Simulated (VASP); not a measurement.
# GaO (P6_3/mmc) in VASP: electric field gradients with PBE

Aim: the electric field gradients of GaO with PBE.

Everything below comes from runs of VASP 6.6.1. Logs are shortened: lines on timing, memory, paths and dates and some standing lists are left out, and cuts for length are marked.

## (1) The cell of the first run

The structure is hexagonal, space group P6_3/mmc (No. 194). The conventional cell has a = 3.105 Å, b = 3.105 Å, c = 13.915 Å, α = 90.00°, β = 90.00°, γ = 120.00°. Ga (site symmetry 3m) has 3 O at 1.93 Å and 1 Ga at 2.51 Å within 2.6 Å. Within 2.6 Å of O (site symmetry 3m) lie 3 Ga at 1.93 Å.

## (2) Electric field gradients, PBE

Contents of INCAR:

```
SYSTEM = GaO
  PREC = Accurate
  ENCUT = 520
  EDIFF = 1E-8
  ISMEAR = 0
  SIGMA = 0.01
  LREAL = .FALSE.
  LASPH = .TRUE.
  NELM = 120
  ALGO = Normal
  ISIF = 2
  LWAVE = .FALSE.
  LCHARG = .FALSE.
  GGA = PE
  LEFG = .TRUE.
  NBANDS = 48
  GGA_COMPAT = .FALSE.
```

Contents of KPOINTS:

```
regular mesh
0
G
  12 12 2
  0 0 0
```

Contents of POSCAR:

```
GaO
1.0
    3.1046628422      0.0000000000      0.0000000000
   -1.5523314211      2.6887168915      0.0000000000
    0.0000000000      0.0000000000     13.9146020461
Ga O
4 4
Direct
    0.3333333333      0.6666666667      0.1599723229
    0.6666666667      0.3333333333      0.6599723229
    0.3333333333      0.6666666667      0.3400276771
    0.6666666667      0.3333333333      0.8400276771
    0.3333333333      0.6666666667      0.6076662275
    0.6666666667      0.3333333333      0.1076662275
    0.3333333333      0.6666666667      0.8923337725
    0.6666666667      0.3333333333      0.3923337725
```

Potentials or basis: VASP PAW PBE potentials, release 64 (Ga_d, O).

The run is started by

```bash
cat potpaw_PBE.64/Ga_d/POTCAR potpaw_PBE.64/O/POTCAR > POTCAR
mpirun -np 1 vasp_std > vasp.out
```

OUTCAR:

```text
SYSTEM = GaO
   PREC = Accurate
   ENCUT = 520
   EDIFF = 1E-8
   ISMEAR = 0
   LREAL = .FALSE.
   LASPH = .TRUE.
   NELM = 120
   ISIF = 2
   GGA = PE

 ion  position               nearest neighbor table
   1  0.333  0.667  0.160-   6 1.93   6 1.93   6 1.93   3 2.51
   2  0.667  0.333  0.660-   5 1.93   5 1.93   5 1.93   4 2.51
   3  0.333  0.667  0.340-   8 1.93   8 1.93   8 1.93   1 2.51
   4  0.667  0.333  0.840-   7 1.93   7 1.93   7 1.93   2 2.51
   5  0.333  0.667  0.608-   2 1.93   2 1.93   2 1.93
   6  0.667  0.333  0.108-   1 1.93   1 1.93   1 1.93
   7  0.333  0.667  0.892-   4 1.93   4 1.93   4 1.93
   8  0.667  0.333  0.392-   3 1.93   3 1.93   3 1.93

  LATTYP: Found a hexagonal cell.
 ALAT       =     3.1046628422
 C/A-ratio  =     4.4818399786

  Lattice vectors:

 A1 = (   3.1046628422,   0.0000000000,   0.0000000000)
 A2 = (  -1.5523314211,   2.6887168915,   0.0000000000)
 A3 = (   0.0000000000,   0.0000000000,  13.9146020461)

Analysis of symmetry for initial positions (statically):
=====================================================================
 Subroutine PRICEL returns:
 Original cell was already a primitive cell.

 Routine SETGRP: Setting up the symmetry group for a
 hexagonal supercell.

 Subroutine GETGRP returns: Found 24 space group operations
 (whereof 12 operations were pure point group operations)
 out of a pool of 24 trial point group operations.

The static configuration has the point symmetry D_3d.
 The point group associated with its full space group is D_6h.

Analysis of symmetry for dynamics (positions and initial velocities):
=====================================================================
 Subroutine PRICEL returns:
 Original cell was already a primitive cell.

 Routine SETGRP: Setting up the symmetry group for a
 hexagonal supercell.

 Subroutine GETGRP returns: Found 24 space group operations
 (whereof 12 operations were pure point group operations)
 out of a pool of 24 trial point group operations.

The dynamic configuration has the point symmetry D_3d.
 The point group associated with its full space group is D_6h.

 Subroutine INISYM returns: Found 24 space group operations
 (whereof 12 operations are pure point group operations),
 and found     1 'primitive' translations

----------------------------------------------------------------------------------------

                                     Primitive cell

  volume of cell :     116.1530

  direct lattice vectors                    reciprocal lattice vectors
     3.104662842  0.000000000  0.000000000     0.322096167  0.185962308  0.000000000
    -1.552331421  2.688716891  0.000000000     0.000000000  0.371924617  0.000000000
     0.000000000  0.000000000 13.914602046     0.000000000  0.000000000  0.071866949

  length of vectors
     3.104662842  3.104662842 13.914602046     0.371924617  0.371924617  0.071866949

  position of ions in fractional coordinates (direct lattice)
     0.333333333  0.666666667  0.159972323
     0.666666667  0.333333333  0.659972323
     0.333333333  0.666666667  0.340027677
     0.666666667  0.333333333  0.840027677
     0.333333333  0.666666667  0.607666227
     0.666666667  0.333333333  0.107666227
     0.333333333  0.666666667  0.892333773
     0.666666667  0.333333333  0.392333773

  ion indices of the primitive-cell ions
   primitive index   ion index
                 1           1
                 2           2
                 3           3
                 4           4
                 5           5
                 6           6
                 7           7
                 8           8

----------------------------------------------------------------------------------------

 KPOINTS: regular mesh

Automatic generation of k-mesh.
 Grid dimensions read from file:
 generate k-points for:   12   12    2

[... 63 lines left out ...]
   EDIFF  = 0.1E-07   stopping-criterion for ELM
   LREAL  =      F    real-space projection
   EDIFFG = 0.1E-06   stopping-criterion for IOM
   NSW    =      0    number of steps for IOM
   IBRION =     -1    ionic relax: 0-MD 1-quasi-New 2-CG
   NFREE  =      0    steps in history (QN), initial steepest desc. (CG)
   ISIF   =      2    stress and relaxation
   ISYM   =      2    0-nonsym 1-usesym 2-fastsym
   POTIM  = 0.5000    time-step for ionic-motion
   TEBEG  =    0.0;   TEEND  =   0.0 temperature during run
   PSTRESS=    0.0 pullay stress
   NELECT =      76.0000    total number of electrons
   NUPDOWN=      -1.0000    fix difference up-down
   EMIN   =  10.00;   EMAX   =-10.00  energy-range for DOS
   EFERMI =   0.00;   METHOD = LEGACY
   ISMEAR =     0;   SIGMA  =   0.01  broadening in eV -4-tet -1-fermi 0-gaus
   EFERMI_NEDOS =   21; number of points for ismear=-14 and -15
   IALGO  =     38    algorithm
   IMIX   =      4    mixing-type and parameters
     AMIX     =   0.40;   BMIX     =  1.00
     AMIX_MAG =   1.60;   BMIX_MAG =  1.00
  volume/ion in A,a.u.               =      14.52        97.98
  Fermi-wavevector in a.u.,A,eV,Ry     =   1.421246  2.685766 27.482955  2.019940
  Thomas-Fermi vector in A             =   2.542076
   LORBIT       =      0    0 simple, 1 ext, 2 COOP (PROOUT), +10 PAW based schemes
   GGA     = PE    functional components
   LHFCALC =     F    Hartree Fock is set to
   AEXX    =    0.0000 exact exchange contribution
   IVDW    =     0    specifies the selected vdW correction
   LEPSILON=     F    determine dielectric tensor
   LRPA    =     F    only Hartree local field effects (RPA)
 non-spin polarized calculation
 Gauss-broadening in eV      SIGMA  =   0.01
  energy-cutoff  :      520.00
  volume of cell :      116.15
 maximum number of plane-waves:      3154
 NGX is ok and might be reduce to    24
   NGX = 11   NGY = 11   NGZ = 51

 number of electron      75.9999997 magnetization

 Free energy of the ion-electron system (eV)
  ---------------------------------------------------
  ext. energy  EPLUGINS =         0.00000000
  ---------------------------------------------------
  free energy    TOTEN  =       -42.95728105 eV

  energy without entropy =      -42.95728105  energy(sigma->0) =      -42.95728105

 E-fermi :   2.6023     XC(G=0): -10.1119

 val. band max:        2.5582446717   @ k =   0.1667   0.0833   0.0000
 cond. band min:       3.7467899100   @ k =   0.0000   0.0000   0.0000
 fundamental gap:      1.1885452383
 Fermi energy:         2.6023203625

 k-point     1 :       0.0000    0.0000    0.0000
  band No.  band energies     occupation
      1     -16.1532      2.00000
      2     -16.0860      2.00000
      3     -16.0822      2.00000
      4     -16.0139      2.00000
      5     -11.1401      2.00000
      6     -11.1401      2.00000
[... 1213 lines left out ...]
     47      12.2571      0.00000
     48      12.2926      0.00000

 [... further k-points ...]
[... 5 lines left out ...]
  --------------------------------------------------------------------------------------
  -------------------------------------------------------------------------------------
  Total        0.4409227      0.4409227      0.0760394      0.0000000     -0.0000000      0.0000000
  in kB        6.0819486      6.0819486      1.0488636      0.0000000     -0.0000000      0.0000000
  external PRESSURE =       4.4042536 kB  Pullay stress =       0.0000000 kB

 VOLUME and BASIS-vectors are now :
 -----------------------------------------------------------------------------
  energy-cutoff  :      520.00
  volume of cell :      116.15
      direct lattice vectors                 reciprocal lattice vectors
     3.104662842  0.000000000  0.000000000     0.322096167  0.185962308  0.000000000
    -1.552331421  2.688716891  0.000000000     0.000000000  0.371924617  0.000000000
     0.000000000  0.000000000 13.914602046     0.000000000  0.000000000  0.071866949

 POSITION                                       TOTAL-FORCE (eV/Angst)
 -----------------------------------------------------------------------------------
     -0.00000      1.79248      2.22595        -0.000000      0.000000      0.043858
      1.55233      0.89624      9.18325         0.000000      0.000000      0.043858
     -0.00000      1.79248      4.73135        -0.000000     -0.000000     -0.043858
      1.55233      0.89624     11.68865         0.000000     -0.000000     -0.043858
     -0.00000      1.79248      8.45543         0.000000      0.000000     -0.047770
      1.55233      0.89624      1.49813         0.000000     -0.000000     -0.047770
     -0.00000      1.79248     12.41647        -0.000000      0.000000      0.047770
      1.55233      0.89624      5.45917        -0.000000     -0.000000      0.047770
 -----------------------------------------------------------------------------------
    total drift:                               -0.000000      0.000000     -0.000000

  FREE ENERGIE OF THE ION-ELECTRON SYSTEM (eV)
  ---------------------------------------------------
  free  energy   TOTEN  =       -42.9572810487 eV

  energy  without entropy=      -42.9572810487  energy(sigma->0) =      -42.95728105

 Electric field gradients (V/A^2)
---------------------------------------------------------------------
 ion       V_xx      V_yy      V_zz      V_xy      V_xz      V_yz
---------------------------------------------------------------------
   1      23.608    23.608   -47.216     0.000     0.000    -0.000
   2      23.608    23.608   -47.216     0.000    -0.000     0.000
   3      23.608    23.608   -47.216     0.000    -0.000     0.000
   4      23.608    23.608   -47.216     0.000     0.000    -0.000
   5      35.091    35.093   -70.184     0.001    -0.000     0.000
   6      35.091    35.093   -70.184     0.001     0.000    -0.000
   7      35.091    35.093   -70.184     0.001     0.000    -0.000
   8      35.091    35.093   -70.184     0.001    -0.000     0.000
---------------------------------------------------------------------

 Electric field gradients after diagonalization (V/A^2)
 (convention: |V_zz| > |V_xx| > |V_yy|)
----------------------------------------------------------------------
 ion       V_xx      V_yy      V_zz     asymmetry (V_yy - V_xx)/ V_zz
----------------------------------------------------------------------
   1      23.608    23.608   -47.216       0.000
   2      23.608    23.608   -47.216       0.000
   3      23.608    23.608   -47.216       0.000
   4      23.608    23.608   -47.216       0.000
   5      35.094    35.090   -70.184       0.000
   6      35.094    35.090   -70.184       0.000
   7      35.094    35.090   -70.184       0.000
   8      35.094    35.090   -70.184       0.000
----------------------------------------------------------------------

           NMR quadrupolar parameters

 Cq : quadrupolar parameter    Cq=e*Q*V_zz/h
 eta: asymmetry parameters     (V_yy - V_xx)/ V_zz
 Q  : nuclear electric quadrupole moment in mb (millibarn)
----------------------------------------------------------------------
 ion       Cq(MHz)       eta       Q (mb)
----------------------------------------------------------------------
   1      -0.114       0.000       1.000
   2      -0.114       0.000       1.000
   3      -0.114       0.000       1.000
   4      -0.114       0.000       1.000
   5      -0.170       0.000       1.000
   6      -0.170       0.000       1.000
   7      -0.170       0.000       1.000
   8      -0.170       0.000       1.000
----------------------------------------------------------------------
```

Run time: 2.3 min. Hardware: 1 thread of Intel Xeon Platinum 8559C (Emerald Rapids), shared host; peak memory 0.31 GiB.

Results:

* Free energy: -42.9573 eV
* Pressure: 0.4 GPa
* Largest force: 0.048 eV/Å
* Band gap on the k mesh: 1.19 eV, indirect (least direct gap 1.36 eV)

Forces on the atoms (eV/Å):
```
Ga   0.000  0.000  0.044
Ga   0.000  0.000  0.044
Ga   0.000  0.000 -0.044
Ga   0.000  0.000 -0.044
O    0.000  0.000 -0.048
O    0.000  0.000 -0.048
O    0.000  0.000  0.048
O    0.000  0.000  0.048
```

Electric field gradients, principal values (V/Å²):
```tsv
atom	least	middle	greatest (by size)
1 Ga	23.608	23.608	-47.216
2 Ga	23.608	23.608	-47.216
3 Ga	23.608	23.608	-47.216
4 Ga	23.608	23.608	-47.216
5 O	35.090	35.094	-70.184
6 O	35.090	35.094	-70.184
7 O	35.090	35.094	-70.184
8 O	35.090	35.094	-70.184
```

Caveat: without QUAD_EFG the Cq values of the log hold for a quadrupole moment of 1 mb, not for the nuclei. As with any semilocal functional, this PBE gap is likely too small.
